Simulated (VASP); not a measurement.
# Mg (P6_3/mmc) in VASP: further runs, part 3 of 3

VASP 6.6.1. Earlier steps stand in the parts before.

### 5 Relaxation of cell and atoms, r2SCAN, target pressure 18.6 GPa, at which the enthalpy is minimised

POSCAR reads:

```
Mg
1.0
    2.8963655037      0.0000000000      0.0000000000
   -1.4481827518      2.5083261048      0.0000000000
    0.0000000000      0.0000000000      4.7136383529
Mg
2
Direct
    0.3333333333      0.6666666667      0.2500000000
    0.6666666667      0.3333333333      0.7500000000
```

INCAR.step1 reads:

```
ALGO = Normal ; EDIFF = 1E-4
ENCUT = 600 ; GGA = PE
ISMEAR = -1 ; LASPH = True
LCHARG = False ; LREAL = False
LWAVE = True ; NELM = 60
PREC = Accurate ; SIGMA = 0.1
```

INCAR.step2 reads:

```
ALGO = Normal ; EDIFF = 1E-6
EDIFFG = -0.002 ; ENCUT = 600
IBRION = 2 ; ISIF = 3
ISMEAR = -1 ; ISTART = 1
LASPH = True ; LCHARG = False
LMIXTAU = True ; LREAL = False
LWAVE = False ; METAGGA = R2SCAN
NELM = 60 ; NSW = 80
PREC = Accurate ; PSTRESS = 186.0
SIGMA = 0.1
```

KPOINTS reads:

```
k-points
0
Gamma
  18 18 10
```

Potentials or basis: VASP PAW PBE potentials, release 64 (Mg).

Started as:

```bash
$ cat potpaw_PBE.64/Mg/POTCAR > POTCAR
$ cp INCAR.step1 INCAR
$ mpirun -np 1 vasp_std > vasp.out
$ cp INCAR.step2 INCAR
$ mpirun -np 1 vasp_std > vasp.out
```

OUTCAR:

```text
EDIFF = 1E-6
   EDIFFG = -0.002
   ENCUT = 600
   IBRION = 2
   ISIF = 3
   ISMEAR = -1
   ISTART = 1
   LASPH = True
   LREAL = False
   METAGGA = R2SCAN
   NELM = 60
   NSW = 80
   PREC = Accurate
   PSTRESS = 186.0

 ion  position               nearest neighbor table
   1  0.333  0.667  0.250-   2 2.89   2 2.89   2 2.89   2 2.89   2 2.89   2 2.89
   2  0.667  0.333  0.750-   1 2.89   1 2.89   1 2.89   1 2.89   1 2.89   1 2.89

  LATTYP: Found a hexagonal cell.
 ALAT       =     2.8963655037
 C/A-ratio  =     1.6274321548

  Lattice vectors:

 A1 = (   2.8963655037,   0.0000000000,   0.0000000000)
 A2 = (  -1.4481827518,   2.5083261048,   0.0000000000)
 A3 = (   0.0000000000,   0.0000000000,   4.7136383529)

Analysis of symmetry for initial positions (statically):
=====================================================================
 Subroutine PRICEL returns:
 Original cell was already a primitive cell.

 Routine SETGRP: Setting up the symmetry group for a
 hexagonal supercell.

 Subroutine GETGRP returns: Found 24 space group operations
 (whereof 12 operations were pure point group operations)
 out of a pool of 24 trial point group operations.

The static configuration has the point symmetry D_3d.
 The point group associated with its full space group is D_6h.

Analysis of symmetry for dynamics (positions and initial velocities):
=====================================================================
 Subroutine PRICEL returns:
 Original cell was already a primitive cell.

 Routine SETGRP: Setting up the symmetry group for a
 hexagonal supercell.

 Subroutine GETGRP returns: Found 24 space group operations
 (whereof 12 operations were pure point group operations)
 out of a pool of 24 trial point group operations.

The dynamic configuration has the point symmetry D_3d.
 The point group associated with its full space group is D_6h.

 Subroutine INISYM returns: Found 24 space group operations
 (whereof 12 operations are pure point group operations),
 and found     1 'primitive' translations

----------------------------------------------------------------------------------------

                                     Primitive cell

  volume of cell :      34.2447

  direct lattice vectors                    reciprocal lattice vectors
     2.896365504  0.000000000  0.000000000     0.345260292  0.199336123  0.000000000
    -1.448182752  2.508326105  0.000000000     0.000000000  0.398672245  0.000000000
     0.000000000  0.000000000  4.713638353     0.000000000  0.000000000  0.212150344

  length of vectors
     2.896365504  2.896365504  4.713638353     0.398672245  0.398672245  0.212150344

  position of ions in fractional coordinates (direct lattice)
     0.333333333  0.666666667  0.250000000
     0.666666667  0.333333333  0.750000000

  ion indices of the primitive-cell ions
   primitive index   ion index
                 1           1
                 2           2

----------------------------------------------------------------------------------------

 KPOINTS: k-points

Automatic generation of k-mesh.
 Grid dimensions read from file:
 generate k-points for:   18   18   10

 Generating k-lattice:

  Cartesian coordinates                     Fractional coordinates (reciprocal lattice)
     0.019181127  0.011074229  0.000000000     0.055555556  0.000000000  0.000000000
     0.000000000  0.022148458  0.000000000     0.000000000  0.055555556  0.000000000
     0.000000000  0.000000000  0.021215034     0.000000000  0.000000000  0.100000000

  Length of vectors
     0.022148458  0.022148458  0.021215034

  Shift w.r.t. Gamma in fractional coordinates (k-lattice)
     0.000000000  0.000000000  0.000000000

 Subroutine IBZKPT returns following result:
 ===========================================

 Found    222 irreducible k-points:

 Following reciprocal coordinates:
            Coordinates               Weight
  0.000000  0.000000  0.000000      1.000000
  0.055556 -0.000000  0.000000      6.000000
  0.111111 -0.000000  0.000000      6.000000
  0.166667 -0.000000  0.000000      6.000000
  0.222222 -0.000000  0.000000      6.000000
  0.277778  0.000000  0.000000      6.000000
[... 16 lines left out ...]
  0.333333  0.111111  0.000000     12.000000
  0.388889  0.111111  0.000000     12.000000
 [... further k-points ...]
   k-points           NKPTS =    222   k-points in BZ     NKDIM =    222   number of bands    NBANDS=      6
   number of dos      NEDOS =    301   number of ions     NIONS =      2
   total plane-waves  NPLWV =  23040
   dimension x,y,z NGX =    24 NGY =   24 NGZ =   40
   dimension x,y,z NGXF=    48 NGYF=   48 NGZF=   80
   ions per type =               2
   NGX,Y,Z   is equivalent  to a cutoff of  13.78, 13.78, 14.11 a.u.
   NGXF,Y,Z  is equivalent  to a cutoff of  27.55, 27.55, 28.22 a.u.
 SYSTEM =  unknown system
   PREC   = accura    normal or accurate (medium, high low for compatibility)
   ISTART =      1    job   : 0-new  1-cont  2-samecut
   ICHARG =      0    charge: 1-file 2-atom 10-const
   ISPIN  =      1    spin polarized calculation?
   LNONCOLLINEAR =      F non collinear calculations
   LSORBIT =      F    spin-orbit coupling
   LASPH  =      T    aspherical Exc in radial PAW
   ENCUT  =  600.0 eV  44.10 Ry    6.64 a.u.   5.78  5.78  9.41*2*pi/ulx,y,z
   NELM   =     60;   NELMIN=  2; NELMDL=  0     # of ELM steps
   EDIFF  = 0.1E-05   stopping-criterion for ELM
   LREAL  =      F    real-space projection
   EDIFFG = -.2E-02   stopping-criterion for IOM
   NSW    =     80    number of steps for IOM
   IBRION =      2    ionic relax: 0-MD 1-quasi-New 2-CG
   NFREE  =      1    steps in history (QN), initial steepest desc. (CG)
   ISIF   =      3    stress and relaxation
   ISYM   =      2    0-nonsym 1-usesym 2-fastsym
   POTIM  = 0.5000    time-step for ionic-motion
   TEBEG  =    0.0;   TEEND  =   0.0 temperature during run
   PSTRESS=  186.0 pullay stress
   NELECT =       4.0000    total number of electrons
   NUPDOWN=      -1.0000    fix difference up-down
   EMIN   =  10.00;   EMAX   =-10.00  energy-range for DOS
   EFERMI =   0.00;   METHOD = LEGACY
   ISMEAR =    -1;   SIGMA  =   0.10  broadening in eV -4-tet -1-fermi 0-gaus
   EFERMI_NEDOS =   21; number of points for ismear=-14 and -15
   IALGO  =     38    algorithm
   IMIX   =      4    mixing-type and parameters
     AMIX     =   0.40;   BMIX     =  1.00
     AMIX_MAG =   1.60;   BMIX_MAG =  1.00
  volume/ion in A,a.u.               =      17.12       115.55
  Fermi-wavevector in a.u.,A,eV,Ry     =   0.800258  1.512269  8.713357  0.640414
  Thomas-Fermi vector in A             =   1.907520
   LORBIT       =      0    0 simple, 1 ext, 2 COOP (PROOUT), +10 PAW based schemes
   METAGGA = R2SCAN    functional components
   LHFCALC =     F    Hartree Fock is set to
   AEXX    =    0.0000 exact exchange contribution
   IVDW    =     0    specifies the selected vdW correction
   LEPSILON=     F    determine dielectric tensor
   LRPA    =     F    only Hartree local field effects (RPA)
 conjugate gradient relaxation of ions
 non-spin polarized calculation
  energy-cutoff  :      600.00
  volume of cell :       34.24
 maximum number of plane-waves:      1182
 NGX is ok and might be reduce to    24
   NGX = 11   NGY = 11   NGZ = 19

--------------------------------------- Ionic step        1  -------------------------------------------

 number of electron       4.0000000 magnetization

 Free energy of the ion-electron system (eV)
  ---------------------------------------------------
  ext. energy  EPLUGINS =         0.00000000
  ---------------------------------------------------
  free energy    TOTEN  =        -7.82082478 eV

  energy without entropy =       -7.80226504  energy(sigma->0) =       -7.81154491

 E-fermi :   4.3641     XC(G=0): -10.0485

 val. band max:        4.3516500001   @ k =   0.1111  -0.0000   0.1000
 cond. band min:       4.3882179325   @ k =   0.3333   0.3333   0.4000
 fundamental gap:      0.0365679324
 Fermi energy:         4.3641236551

 k-point     1 :       0.0000    0.0000    0.0000
  band No.  band energies     occupation
      1      -4.4170      2.00000
      2       1.9440      2.00000
      3       3.1497      1.99999
      4      17.9463      0.00000
      5      17.9463      0.00000
      6      18.7853      0.00000

 k-point     2 :       0.0556   -0.0000    0.0000
  band No.  band energies     occupation
      1      -4.3385      2.00000
      2       2.0133      2.00000
      3       3.2222      1.99998
      4      16.3578      0.00000
      5      17.3017      0.00000
      6      18.2042      0.00000
[... 347 lines left out ...]
  enthalpy is  TOTEN    =        -3.8458561728 eV   P V=        3.9662077988

--------------------------------------- Ionic step        5  -------------------------------------------

 number of electron       4.0000000 magnetization

 Free energy of the ion-electron system (eV)
  ---------------------------------------------------
  ext. energy  EPLUGINS =         0.00000000
  ---------------------------------------------------
  free energy    TOTEN  =        -7.81063947 eV

  energy without entropy =       -7.79242646  energy(sigma->0) =       -7.80153297

 E-fermi :   4.3893     XC(G=0): -10.0583

 val. band max:        4.3809863982   @ k =   0.3333   0.3333   0.4000
 cond. band min:       4.3976458709   @ k =   0.4444   0.0556   0.5000
 fundamental gap:      0.0166594727
 Fermi energy:         4.3892709285

 k-point     1 :       0.0000    0.0000    0.0000
  band No.  band energies     occupation
      1      -4.4127      2.00000
      2       2.0127      2.00000
      3       3.2429      1.99998
      4      17.8861      0.00000
      5      17.8861      0.00000
      6      18.7163      0.00000

 k-point     2 :       0.0556   -0.0000    0.0000
  band No.  band energies     occupation
      1      -4.3345      2.00000
      2       2.0817      2.00000
      3       3.3150      1.99996
      4      16.3085      0.00000
      5      17.2384      0.00000
      6      18.1659      0.00000
[... 227 lines left out ...]
  FREE ENERGIE OF THE ION-ELECTRON SYSTEM (eV)
  ---------------------------------------------------
  free  energy   TOTEN  =        -7.8106394718 eV

  energy  without entropy=       -7.7924264619  energy(sigma->0) =       -7.80153297

  enthalpy is  TOTEN    =        -3.8458589774 eV   P V=        3.9647804944

 reached required accuracy - stopping structural energy minimisation
```

Run time: 7.3 min. Hardware: 1 thread of Oxide Virtual Turin-like, shared host; peak memory 0.18 GiB.

What came out:

| Property | Result |
| --- | --- |
| Free energy | -7.8106 eV |
| Relaxed volume | 17.08 Å³/atom |
| Relaxed cell | a = 2.901 Å, b = 2.901 Å, c = 4.687 Å, α = 90.00°, β = 90.00°, γ = 120.00° |
| Space group after relaxing (to 0.1 Å) | P6_3/mmc (No. 194) |
| Energy change on relaxing (the run minimises the enthalpy) | +5.1 meV/atom |
| Ionic steps | 5 |
| Pressure after relaxing | 18.6 GPa |
| Band gap on the k mesh | zero (bands 2 and 3 overlap by 2.11 eV) |

Step by step:
```csv
step,energy change (eV),largest force (eV/Å),pressure (GPa),volume (Å³)
1,0.0000,0.0000,18.33,34.24
2,0.0164,0.0000,18.77,34.10
3,0.0178,0.0000,18.80,34.09
4,0.0088,0.0000,18.57,34.16
5,0.0102,0.0000,18.60,34.15
```

Final structure:
```xyz
2
Lattice="2.9008 0.0000 0.0000 -1.4504 2.5122 0.0000 0.0000 0.0000 4.6866" Properties=species:S:1:pos:R:3 pbc="T T T"
Mg    0.0000    1.6748    1.1716
Mg    1.4504    0.8374    3.5149
```

Levels at points of the mesh, in eV from the Fermi level:
```
           k point  band 1  band 2  band 3  band 4  band 5  band 6
(0.00, 0.00, 0.00)   -8.80   -2.38   -1.15   13.50   13.50   14.33
(0.50, 0.00, 0.00)   -2.94   -2.51    3.21    3.35    4.61    4.69
(0.00, 0.00, 0.50)   -7.00   -7.00    6.45    6.45   14.31   14.31
(0.50, 0.00, 0.50)   -1.60   -1.60   -0.33   -0.33    9.57    9.57
```

Caveat: the cell is relaxed towards a set pressure, so the run minimises the enthalpy, not the energy; the PAW data sets were made with another functional, which shifts forces and pressure a little.

### 6 Summary

```tsv
task	cell	k mesh	cutoff (eV)	smearing	gap on the mesh (eV)	pressure (GPa)
single point	a = 2.903, b = 2.903, c = 4.690 Å, angles 90.0, 90.0, 120.0°, 2 atoms	18 × 18 × 10	520	fermi-dirac 0.1 eV	none	18.3
relaxation of cell and atoms	relaxed to 18.6 GPa from a = 3.209, b = 3.209, c = 5.210 Å, angles 90.0, 90.0, 120.0°, 2 atoms	9 × 9 × 4	600	gaussian 0.1 eV	none	18.5
relaxation of cell and atoms	relaxed to 18.6 GPa from a = 2.896, b = 2.896, c = 4.714 Å, angles 90.0, 90.0, 120.0°, 2 atoms	18 × 18 × 10	600	fermi-dirac 0.1 eV	none	18.6
```

Alike in all rows: level r2SCAN; potentials or basis VASP PAW PBE potentials, release 64 (Mg); no spin polarisation.

Caveats: the PAW data sets were made with another functional, which shifts forces and pressure a little; the cell is relaxed towards a set pressure, so the run minimises the enthalpy, not the energy (at least some runs); the cell stands under pressure (at least some runs); the volume moved by over 15 % at a fixed basis, so the end points are rough (at least some runs).

Absolute energies hang on the potentials; compare differences alone.
